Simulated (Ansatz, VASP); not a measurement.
**Al2As: VASP beside Ansatz**

```
CELL_PARAMETERS angstrom
3.27500 0.00000 0.00000
0.00000 3.27500 0.00000
0.00000 0.00000 5.75574
ATOMIC_POSITIONS crystal
Al 0.00000 0.00000 0.74607
Al 0.50000 0.50000 0.18313
As 0.00000 0.00000 0.11538
```

Alike in both runs: task single point; functional PBE; k mesh 6 × 6 × 4; occupations gaussian, width 0.1 eV; no spin polarisation.

```csv
,VASP,Ansatz
version,VASP 6.6.1,Ansatz 0.2.0
potentials or method,"VASP PAW PBE potentials, release 64 (Al, As), cutoff 520 eV","scalar-relativistic, plane waves, PAW"
valence electrons in the cell,11,21
```

|  | VASP | Ansatz | Ansatz less VASP |
| --- | --- | --- | --- |
| gap on the k mesh at the Fermi level (eV) | none | none | - |
| pressure (GPa) | 20.6 | 20.2 | -0.40 |
| traceless stress, the component that is largest in VASP (GPa) | 1.53 | 1.57 | +0.033 |
| rms of the force components (eV/Å) | 2.191 | 2.168 | -0.0232 |

Atom by atom the forces differ by 0.024 eV/Å (rms over components). A gap of «none» marks a metal or a gap that the smearing closes. VASP's potentials hold 11 valence electrons a cell and Ansatz's 21, so a difference there can come from the potentials and not from the codes.
